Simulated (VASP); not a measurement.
# Cu (P-3m1) in VASP: single point with PBE

Aim: the single point of Cu with PBE.

Program: VASP 6.6.1. These are calculated values, not measurements. Logs are shortened: lines on timing, memory, paths and dates and some standing lists are left out, and cuts for length are marked.

## Step 1: The cell of the first run

Symmetry: P-3m1, No. 164, trigonal system. The conventional cell has a = 2.568 Å, b = 2.568 Å, c = 13.081 Å, α = 90.00°, β = 90.00°, γ = 120.00°. Cu (site symmetry 3m) has 12 Cu at 2.57 to 2.99 Å within 3.4 Å. Cu (site symmetry 3m) has 12 Cu at 2.57 Å within 3.4 Å. Cu (site symmetry 3m) has 12 Cu at 2.57 Å within 3.4 Å.

## Step 2: Single point, PBE (the distance across one plane changed)

Contents of INCAR:

```
  PREC = Accurate
  ENCUT = 520
  EDIFF = 1E-7
  ISMEAR = 0
  SIGMA = 0.15
  LREAL = F
  LASPH = T
  NELM = 100
  ALGO = Normal
  ISIF = 2
  LWAVE = F
  LCHARG = F
  GGA = PE
  NBANDS = 42
```

Contents of KPOINTS:

```
regular mesh
0
Gamma
  26 26 5
```

Contents of POSCAR:

```
Cu
1.0
   -2.5680103729      0.0000000000      0.0000000000
   -1.2840051864     -2.2239622201      0.0000000000
    0.0000000000      0.0000000000     13.0805844728
Cu
6
Direct
    0.3333333333      0.3333333333      0.8816434872
    0.3333333333      0.3333333333      0.2404598817
    0.3333333333      0.3333333333      0.5610516845
    0.6666666667      0.6666666667      0.0801639803
    0.6666666667      0.6666666667      0.4007557831
    0.6666666667      0.6666666667      0.7213475859
```

Potentials or basis: VASP PAW PBE potentials, release 64 (Cu).

Launch:

```console
$ cat potpaw_PBE.64/Cu/POTCAR > POTCAR
$ mpirun -np 1 vasp_std > vasp.out
```

OUTCAR:

```text
PREC = Accurate
   ENCUT = 520
   EDIFF = 1E-7
   ISMEAR = 0
   LREAL = F
   LASPH = T
   NELM = 100
   ISIF = 2
   GGA = PE

 ion  position               nearest neighbor table
   1  0.333  0.333  0.882-   6 2.57   6 2.57   6 2.57
   2  0.333  0.333  0.240-   4 2.57   5 2.57   4 2.57   5 2.57   4 2.57   5 2.57
   3  0.333  0.333  0.561-   5 2.57   6 2.57   5 2.57   6 2.57   5 2.57   6 2.57
   4  0.667  0.667  0.080-   2 2.57   2 2.57   2 2.57
   5  0.667  0.667  0.401-   3 2.57   2 2.57   3 2.57   2 2.57   3 2.57   2 2.57
   6  0.667  0.667  0.721-   1 2.57   1 2.57   1 2.57   3 2.57   3 2.57   3 2.57

  LATTYP: Found a hexagonal cell.
 ALAT       =     2.5680103729
 C/A-ratio  =     5.0936649676

  Lattice vectors:

 A1 = (   1.2840051864,   2.2239622201,   0.0000000000)
 A2 = (  -2.5680103729,   0.0000000000,   0.0000000000)
 A3 = (   0.0000000000,   0.0000000000,  13.0805844728)

Analysis of symmetry for initial positions (statically):
=====================================================================
 Subroutine PRICEL returns:
 Original cell was already a primitive cell.

 Routine SETGRP: Setting up the symmetry group for a
 hexagonal supercell.

 Subroutine GETGRP returns: Found 12 space group operations
 (whereof  6 operations were pure point group operations)
 out of a pool of 24 trial point group operations.

The static configuration has the point symmetry C_3v.
 The point group associated with its full space group is D_3d.

Analysis of symmetry for dynamics (positions and initial velocities):
=====================================================================
 Subroutine PRICEL returns:
 Original cell was already a primitive cell.

 Routine SETGRP: Setting up the symmetry group for a
 hexagonal supercell.

 Subroutine GETGRP returns: Found 12 space group operations
 (whereof  6 operations were pure point group operations)
 out of a pool of 24 trial point group operations.

The dynamic configuration has the point symmetry C_3v.
 The point group associated with its full space group is D_3d.

 Subroutine INISYM returns: Found 12 space group operations
 (whereof  6 operations are pure point group operations),
 and found     1 'primitive' translations

----------------------------------------------------------------------------------------

                                     Primitive cell

  volume of cell :      74.7053

  direct lattice vectors                    reciprocal lattice vectors
    -2.568010373  0.000000000  0.000000000    -0.389406527  0.224823963  0.000000000
    -1.284005186 -2.223962220  0.000000000     0.000000000 -0.449647926  0.000000000
     0.000000000  0.000000000 13.080584473     0.000000000  0.000000000  0.076449183

  length of vectors
     2.568010373  2.568010373 13.080584473     0.449647926  0.449647926  0.076449183

  position of ions in fractional coordinates (direct lattice)
     0.333333333  0.333333333  0.881643487
     0.333333333  0.333333333  0.240459882
     0.333333333  0.333333333  0.561051685
     0.666666667  0.666666667  0.080163980
     0.666666667  0.666666667  0.400755783
     0.666666667  0.666666667  0.721347586

  ion indices of the primitive-cell ions
   primitive index   ion index
                 1           1
                 2           2
                 3           3
                 4           4
                 5           5
                 6           6

----------------------------------------------------------------------------------------

 KPOINTS: regular mesh

Automatic generation of k-mesh.
 Grid dimensions read from file:
 generate k-points for:   26   26    5

 Generating k-lattice:

  Cartesian coordinates                     Fractional coordinates (reciprocal lattice)
    -0.014977174  0.008647076  0.000000000     0.038461538 -0.000000000  0.000000000
     0.000000000 -0.017294151  0.000000000     0.000000000  0.038461538  0.000000000
     0.000000000  0.000000000  0.015289837     0.000000000  0.000000000  0.200000000

  Length of vectors
     0.017294151  0.017294151  0.015289837

  Shift w.r.t. Gamma in fractional coordinates (k-lattice)
     0.000000000  0.000000000  0.000000000

 Subroutine IBZKPT returns following result:
 ===========================================

 Found    322 irreducible k-points:

 Following reciprocal coordinates:
            Coordinates               Weight
  0.000000  0.000000  0.000000      1.000000
  0.038462  0.000000  0.000000      6.000000
  0.076923  0.000000  0.000000      6.000000
  0.115385  0.000000  0.000000      6.000000
  0.153846  0.000000  0.000000      6.000000
  0.192308  0.000000  0.000000      6.000000
[... 16 lines left out ...]
  0.384615  0.038462  0.000000     12.000000
  0.423077  0.038462  0.000000     12.000000
 [... further k-points ...]
   k-points           NKPTS =    322   k-points in BZ     NKDIM =    322   number of bands    NBANDS=     42
   number of dos      NEDOS =    301   number of ions     NIONS =      6
   total plane-waves  NPLWV =  39200
   dimension x,y,z NGX =    20 NGY =   20 NGZ =   98
   dimension x,y,z NGXF=    40 NGYF=   40 NGZF=  196
   ions per type =               6
   NGX,Y,Z   is equivalent  to a cutoff of  12.95, 12.95, 12.46 a.u.
   NGXF,Y,Z  is equivalent  to a cutoff of  25.89, 25.89, 24.91 a.u.
 SYSTEM =  unknown system
   PREC   = accura    normal or accurate (medium, high low for compatibility)
   ISTART =      0    job   : 0-new  1-cont  2-samecut
   ICHARG =      2    charge: 1-file 2-atom 10-const
   ISPIN  =      1    spin polarized calculation?
   LNONCOLLINEAR =      F non collinear calculations
   LSORBIT =      F    spin-orbit coupling
   LASPH  =      T    aspherical Exc in radial PAW
   ENCUT  =  520.0 eV  38.22 Ry    6.18 a.u.   4.77  4.77 24.32*2*pi/ulx,y,z
   NELM   =    100;   NELMIN=  2; NELMDL= -5     # of ELM steps
   EDIFF  = 0.1E-06   stopping-criterion for ELM
   LREAL  =      F    real-space projection
   EDIFFG = 0.1E-05   stopping-criterion for IOM
   NSW    =      0    number of steps for IOM
   IBRION =     -1    ionic relax: 0-MD 1-quasi-New 2-CG
   NFREE  =      0    steps in history (QN), initial steepest desc. (CG)
   ISIF   =      2    stress and relaxation
   ISYM   =      2    0-nonsym 1-usesym 2-fastsym
   POTIM  = 0.5000    time-step for ionic-motion
   TEBEG  =    0.0;   TEEND  =   0.0 temperature during run
   PSTRESS=    0.0 pullay stress
   NELECT =      66.0000    total number of electrons
   NUPDOWN=      -1.0000    fix difference up-down
   EMIN   =  10.00;   EMAX   =-10.00  energy-range for DOS
   EFERMI =   0.00;   METHOD = LEGACY
   ISMEAR =     0;   SIGMA  =   0.15  broadening in eV -4-tet -1-fermi 0-gaus
   EFERMI_NEDOS =   21; number of points for ismear=-14 and -15
   IALGO  =     38    algorithm
   IMIX   =      4    mixing-type and parameters
     AMIX     =   0.40;   BMIX     =  1.00
     AMIX_MAG =   1.60;   BMIX_MAG =  1.00
  volume/ion in A,a.u.               =      12.45        84.02
  Fermi-wavevector in a.u.,A,eV,Ry     =   1.570866  2.968506 33.573992  2.467619
  Thomas-Fermi vector in A             =   2.672535
   LORBIT       =      0    0 simple, 1 ext, 2 COOP (PROOUT), +10 PAW based schemes
   GGA     = PE    functional components
   LHFCALC =     F    Hartree Fock is set to
   AEXX    =    0.0000 exact exchange contribution
   IVDW    =     0    specifies the selected vdW correction
   LEPSILON=     F    determine dielectric tensor
   LRPA    =     F    only Hartree local field effects (RPA)
 non-spin polarized calculation
 Gauss-broadening in eV      SIGMA  =   0.15
  energy-cutoff  :      520.00
  volume of cell :       74.71
 maximum number of plane-waves:      2037
   NGX =  9   NGY =  9   NGZ = 49

 number of electron      66.0000015 magnetization

 Free energy of the ion-electron system (eV)
  ---------------------------------------------------
  ext. energy  EPLUGINS =         0.00000000
  ---------------------------------------------------
  free energy    TOTEN  =       -22.09358233 eV

  energy without entropy =      -22.06977370  energy(sigma->0) =      -22.08167801

 E-fermi :   6.9406     XC(G=0): -12.4025

 val. band max:        6.9399605923   @ k =   0.2308   0.0769   0.4000
 cond. band min:       6.9427353668   @ k =   0.3077   0.4615   0.4000
 fundamental gap:      0.0027747746
 Fermi energy:         6.9406113718

 k-point     1 :       0.0000    0.0000    0.0000
  band No.  band energies     occupation
      1      -2.1244      2.00000
      2      -1.3348      2.00000
      3      -0.8891      2.00000
      4       0.9891      2.00000
      5       1.2250      2.00000
      6       2.0106      2.00000
[... 34 lines left out ...]
     41      22.4029      0.00000
     42      28.2850      0.00000

 k-point     2 :       0.0385    0.0000    0.0000
  band No.  band energies     occupation
      1      -2.0770      2.00000
      2      -1.2890      2.00000
      3      -0.8435      2.00000
      4       1.0286      2.00000
      5       1.2636      2.00000
      6       2.0397      2.00000
[... 34 lines left out ...]
     41      22.4371      0.00000
     42      27.2593      0.00000

 k-point     3 :       0.0769    0.0000    0.0000
  band No.  band energies     occupation
      1      -1.9355      2.00000
      2      -1.1523      2.00000
      3      -0.7077      2.00000
      4       1.1452      2.00000
      5       1.3774      2.00000
      6       2.1245      2.00000
[... 34 lines left out ...]
     41      22.5370      0.00000
     42      25.4228      0.00000

 k-point     4 :       0.1154    0.0000    0.0000
  band No.  band energies     occupation
      1      -1.7018      2.00000
      2      -0.9276      2.00000
      3      -0.4847      2.00000
      4       1.3320      2.00000
      5       1.5598      2.00000
      6       2.2569      2.00000
[... 844 lines left out ...]
     41      16.4955      0.00000
     42      16.8792      0.00000

 k-point    23 :       0.3846    0.0385    0.0000
  band No.  band energies     occupation
      1       1.4257      2.00000
      2       1.7564      2.00000
      3       2.0097      2.00000
      4       2.5065      2.00000
      5       2.6398      2.00000
      6       2.7612      2.00000
[... 34 lines left out ...]
     41      15.7380      0.00000
     42      16.0099      0.00000

 k-point    24 :       0.4231    0.0385    0.0000
  band No.  band energies     occupation
      1       1.8287      2.00000
      2       1.9946      2.00000
      3       2.1826      2.00000
      4       2.5082      2.00000
      5       2.6225      2.00000
      6       2.7097      2.00000
[... 34 lines left out ...]
     41      14.5923      0.00000
     42      14.7960      0.00000

 [... further k-points ...]

------------------------ aborting loop because EDIFF is reached ----------------------------------------

  FORCE on cell =-STRESS in cart. coord.  units (eV):
  Direction    XX          YY          ZZ          XY          YZ          ZX
  --------------------------------------------------------------------------------------
  -------------------------------------------------------------------------------------
  Total       -0.6556446     -0.6556446     -1.7055093      0.0000000      0.0000000      0.0000000
  in kB      -14.0613743    -14.0613743    -36.5774423      0.0000000      0.0000000      0.0000000
  external PRESSURE =     -21.5667303 kB  Pullay stress =       0.0000000 kB

 VOLUME and BASIS-vectors are now :
 -----------------------------------------------------------------------------
  energy-cutoff  :      520.00
  volume of cell :       74.71
      direct lattice vectors                 reciprocal lattice vectors
    -2.568010373  0.000000000  0.000000000    -0.389406527  0.224823963  0.000000000
    -1.284005186 -2.223962220  0.000000000     0.000000000 -0.449647926  0.000000000
     0.000000000  0.000000000 13.080584473     0.000000000  0.000000000  0.076449183

 POSITION                                       TOTAL-FORCE (eV/Angst)
 -----------------------------------------------------------------------------------
     -1.28401     -0.74132     11.53241         0.000000     -0.000000      0.647090
     -1.28401     -0.74132      3.14536         0.000000      0.000000     -0.063180
     -1.28401     -0.74132      7.33888        -0.000000     -0.000000      0.011121
     -2.56801     -1.48264      1.04859        -0.000000      0.000000     -0.647090
     -2.56801     -1.48264      5.24212         0.000000      0.000000     -0.011121
     -2.56801     -1.48264      9.43565        -0.000000     -0.000000      0.063180
 -----------------------------------------------------------------------------------
    total drift:                               -0.000001     -0.000001     -0.000159

  FREE ENERGIE OF THE ION-ELECTRON SYSTEM (eV)
  ---------------------------------------------------
  free  energy   TOTEN  =       -22.0935823287 eV

  energy  without entropy=      -22.0697736958  energy(sigma->0) =      -22.08167801
```

Wall time 19 min (1 thread of Intel Xeon Platinum 8259CL at 2.50GHz (Skylake/Cascade Lake), shared host); peak memory 0.71 GiB.

What came out:

```yaml
Free_energy: -22.0936 eV
Pressure: -2.2 GPa
Largest_force: 0.647 eV/Å
Band_gap_on_the_k_mesh: zero (bands 33 and 34 overlap by 5.23 eV)
```

Forces in eV/Å, atoms in the order of the input:
```
Cu   0.000  0.000  0.647
Cu   0.000  0.000 -0.063
Cu   0.000  0.000  0.011
Cu   0.000  0.000 -0.647
Cu   0.000  0.000 -0.011
Cu   0.000  0.000  0.063
```

Stress tensor (GPa, compression positive):
```
-1.41  0.00  0.00
 0.00 -1.41  0.00
 0.00  0.00 -3.66
```

Levels at points of the mesh, in eV from the Fermi level:
| k point | band 32 | band 33 | band 34 | band 35 | band 36 | band 37 |
| --- | --- | --- | --- | --- | --- | --- |
| (0.00, 0.00, 0.00) | -1.70 | -1.70 | -1.66 | -1.66 | -1.07 | 2.77 |
| (0.50, 0.00, 0.00) | 0.01 | 0.21 | 1.19 | 1.26 | 1.60 | 4.87 |

Caveat: the cell differs from its parent crystal (the distance across one plane changed).
